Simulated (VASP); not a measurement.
**InP: relaxation of cell and atoms with PBEsol**

InP:

```xyz
2
Lattice="0.0000 2.9305 2.9305 2.9305 0.0000 2.9305 2.9305 2.9305 0.0000" Properties=species:S:1:pos:R:3 pbc="T T T"
In    0.0000    0.0000    0.0000
P     4.3957    4.3957    4.3957
```

```json
{"Program": "VASP 6.6.1", "Task": "relaxation of cell and atoms", "Functional": "PBEsol", "Potentials or basis": "VASP PAW PBE potentials, release 64 (In_d, P)", "Cutoff": "600 eV", "k mesh": "8 × 8 × 8", "Occupations": "fermi-dirac, width 0.05 eV", "Spin": "no spin polarisation", "Dipole correction": "no", "Further INCAR settings": "ALGO = Normal; EDIFF = 1e-07; IBRION = 2; EDIFFG = -0.02; NSW = 80; ISIF = 3"}
```

```
Relaxed volume                         : 25.40 Å³/atom
Relaxed cell                           : a = 4.157 Å, b = 4.157 Å, c = 4.157 Å, α = 60.00°, β = 60.00°, γ = 60.00°
Space group after relaxing (to 0.05 Å) : F-43m (No. 216)
Energy gained by relaxing              : 0.4 meV/atom
Ionic steps                            : 3
Pressure after relaxing                : 0.0 GPa
Band gap on the k mesh                 : 0.57 eV, direct
```

Step by step:
```csv
step,energy change (eV),largest force (eV/Å),pressure (GPa),volume (Å³)
1,0.0000,0.0000,0.61,50.33
2,-0.0006,0.0000,-0.31,51.03
3,-0.0009,0.0000,0.00,50.79
```

Final structure:
```
In P
1.0
     0.00000    2.93938    2.93938
     2.93938    0.00000    2.93938
     2.93938    2.93938    0.00000
In P
1 1
Direct
  0.00000 0.00000 0.00000
  0.75000 0.75000 0.75000
```

Levels at points of the mesh, in eV from the valence-band top:
```tsv
k point	band 7	band 8	band 9	band 10	band 11	band 12
(0.00, 0.00, 0.00)	0.00	0.00	0.00	0.57	4.02	4.02
(0.50, 0.00, 0.00)	-5.75	-0.97	-0.97	1.38	4.73	4.73
(0.50, 0.50, 0.00)	-5.78	-2.32	-2.32	1.65	2.17	9.04
```

Run time: 2 min on 1 thread of AMD EPYC 7R43 64-Core Processor (Zen 3), on a shared host, peak memory 0.18 GiB.

Caveat: the PAW data sets were made with another functional, which shifts forces and pressure a little; spin-orbit coupling is left out, which moves the levels of the heavy elements. As with any semilocal functional, this PBEsol gap is likely too small.
